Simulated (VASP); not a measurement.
Wanted: the native input for a VASP 6.6.1 run.

```
Task                   : single point
Functional             : LDA
Potentials or basis    : VASP PAW LDA potentials, release 64 (K_sv, Cl)
Cutoff                 : 500 eV
k mesh                 : 6 × 6 × 6
Occupations            : gaussian, width 0.01 eV
Spin                   : no spin polarisation
Dipole correction      : no
Further INCAR settings : ALGO = Normal; EDIFF = 1e-06; NBANDS = 15
```

The structure of KCl (Sylvite) lies in POSCAR:

```
KCl
1.0
    0.0000000000      3.1464700000      3.1464700000
    3.1464700000      0.0000000000      3.1464700000
    3.1464700000      3.1464700000      0.0000000000
K Cl
1 1
Direct
    0.0000000000      0.0000000000      0.0000000000
    0.5000000000      0.5000000000      0.5000000000
```

One way to write it, as run:

INCAR

```
SYSTEM = KCl
ALGO = Normal
EDIFF = 1E-6
ENCUT = 500
GGA = CA
GGA_COMPAT = .False.
ISIF = 2
ISMEAR = 0
LASPH = .True.
LCHARG = .False.
LREAL = .False.
LWAVE = .False.
NBANDS = 15
NELM = 120
PREC = Accurate
SIGMA = 0.01
```

KPOINTS

```
k-points
0
Gamma
  6 6 6
  0 0 0
```

Potentials or basis: VASP PAW LDA potentials, release 64 (K_sv, Cl).

Launch:

```console
$ cat potpaw_LDA.64/K_sv/POTCAR potpaw_LDA.64/Cl/POTCAR > POTCAR
$ mpirun -np 1 vasp_std > vasp.out
```

It gave:

| Item | Value |
| --- | --- |
| Pressure | -1.9 GPa |
| Band gap on the k mesh | 4.75 eV, direct |

Wall time 8 s on 1 thread of Intel(R) Xeon(R) Platinum 8488C (Sapphire Rapids), on a shared host, peak memory 0.15 GiB.
